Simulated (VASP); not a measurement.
**SiC: single point with HSE06**

SiC:

```
CELL_PARAMETERS angstrom
2.98310 0.00000 0.00000
-1.49155 2.58344 0.00000
0.00000 0.00000 4.89666
ATOMIC_POSITIONS crystal
Si 0.33333 0.66667 0.99967
Si 0.66667 0.33333 0.49967
C 0.33333 0.66667 0.37533
C 0.66667 0.33333 0.87533
```

This cell differs from its parent crystal: strain -3.0%.

```json
{"Program": "VASP 6.6.1", "Task": "single point", "Functional": "HSE06", "Potentials or basis": "VASP PAW PBE potentials, release 64 (Si, C)", "Cutoff": "520 eV", "k mesh": "6 × 6 × 4", "Occupations": "gaussian, width 0.01 eV", "Spin": "no spin polarisation", "Dipole correction": "no", "Grid for exact exchange (PRECFOCK)": "Normal", "Further INCAR settings": "ALGO = Normal; EDIFF = 1e-06; NBANDS = 16", "Share of exact exchange": "0.25", "Screening parameter": "0.2079 1/Å"}
```

The pressure is 23.2 GPa and the largest force is 0.020 eV/Å. The band gap on the k mesh is 3.01 eV (least direct gap 5.28 eV).

Forces in eV/Å, atoms in the order of the input:
```
Si   0.000  0.000 -0.020
Si   0.000  0.000 -0.020
C    0.000  0.000  0.020
C    0.000  0.000  0.020
```

Stress tensor (GPa, compression positive):
```
23.52  0.00  0.00
 0.00 23.52  0.00
 0.00  0.00 22.50
```

Levels at points of the mesh, in eV from the valence-band top:
```tsv
k point	band 4	band 5	band 6	band 7	band 8	band 9	band 10	band 11	band 12	band 13
(0.00, 0.00, 0.00)	-1.50	-1.50	-0.13	0.00	0.00	6.83	8.49	8.51	8.51	9.95
(0.50, 0.00, 0.00)	-7.16	-6.29	-3.86	-3.80	-1.35	3.93	5.37	8.77	8.87	12.32
(0.00, 0.00, 0.50)	-5.07	-0.81	-0.81	-0.81	-0.81	7.97	7.97	9.17	9.17	9.17
(0.50, 0.00, 0.50)	-9.52	-2.82	-2.82	-2.65	-2.65	4.50	4.50	6.83	6.83	12.59
```

Wall time 45 min on 1 thread of Oxide Virtual Turin-like Processor, with other jobs on the host, peak memory 0.22 GiB.

Caveat: the cell differs from its parent crystal (strain -3.0%); the cell stands under pressure; the PAW data sets were made with another functional, which shifts forces and pressure a little. A k mesh can miss the band edges.
